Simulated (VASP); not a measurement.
Write the native input for VASP 6.6.1 that does the following.

* Task: single point
* Functional: PBE
* Potentials or basis: VASP PAW PBE potentials, release 64 (Br)
* Cutoff: 520 eV
* k mesh: 14 × 14 × 14
* Occupations: gaussian, width 0.02 eV
* Spin: no spin polarisation
* Dipole correction: no
* Further INCAR settings: ALGO = Normal; EDIFF = 1e-06; NBANDS = 10

The structure of Br lies in POSCAR:

```
Br
1.0
    2.7316615794      0.0000000000      0.0000000000
    0.0000000000      2.7316615794      0.0000000000
    0.0000000000      0.0000000000      2.7316615794
Br
1
Direct
    0.0000000000      0.0000000000      0.0000000000
```

These files were run (other wordings do the same):

INCAR

```
SYSTEM = Br
ALGO = Normal
EDIFF = 1E-6
ENCUT = 520
GGA = PE
ISIF = 2
ISMEAR = 0
LASPH = .TRUE.
LCHARG = .TRUE.
LELF = .TRUE.
LREAL = .FALSE.
LVHAR = .TRUE.
LWAVE = .FALSE.
NBANDS = 10
NELM = 80
PREC = Accurate
SIGMA = 0.02
```

KPOINTS

```
k-points
0
G
  14 14 14
  0 0 0
```

Potentials or basis: VASP PAW PBE potentials, release 64 (Br).

The run is started by

```console
$ cat potpaw_PBE.64/Br/POTCAR > POTCAR
$ mpirun -np 1 vasp_std > vasp.out
```

It gave:

```
Pressure               : 30.0 GPa
Band gap on the k mesh : zero (an odd number of electrons rules out a gap without spin polarisation)
```

Caveat: the cell stands under pressure; an odd number of electrons without spin polarisation forces a metal; a magnetic or distorted state may lie lower.

Wall time 19 s on 1 thread of Intel(R) Xeon(R) Platinum 8259CL CPU @ 2.50GHz (Skylake/Cascade Lake), with other jobs on the host, peak memory 0.13 GiB.
